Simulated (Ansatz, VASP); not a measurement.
# Two plane-wave programs on InSb

```
In Sb
1.0
     5.35700    0.00000    0.00000
     0.00000    5.71200    0.00000
     0.00000    0.00000    3.06300
In Sb
2 2
Direct
  0.00000 0.00000 0.17224
  0.50000 0.50000 0.82776
  0.50000 0.00000 0.71496
  0.00000 0.50000 0.28504
```

Alike in both runs: task electric field gradients; functional PBEsol; k mesh 9 × 8 × 15; occupations fermi-dirac, width 0.05 eV; no spin polarisation.

|  | VASP | Ansatz |
| --- | --- | --- |
| version | VASP 6.6.1 | Ansatz 0.2.0 |
| potentials or method | VASP PAW PBE potentials, release 64 (In_d, Sb_d_GW) | plane-wave PAW, scalar-relativistic |
| plane-wave cutoff (eV) | 400 | 420 |
| valence electrons in the cell | 56 | 56 |

Ansatz gave:

```
rms of the force components (eV/Å)                   : 0.005
size of Vzz on the site where it differs most (V/Å²) : 117.3
```

Question: Which values does VASP return?

Answer: rms of the force components (eV/Å): 0.005; size of Vzz on the site where it differs most (V/Å²): 113.4.

VASP's potentials were made for PBE, not for PBEsol. Atom by atom the forces differ by 0.000 eV/Å (rms over components).

Spin-orbit coupling is off throughout.
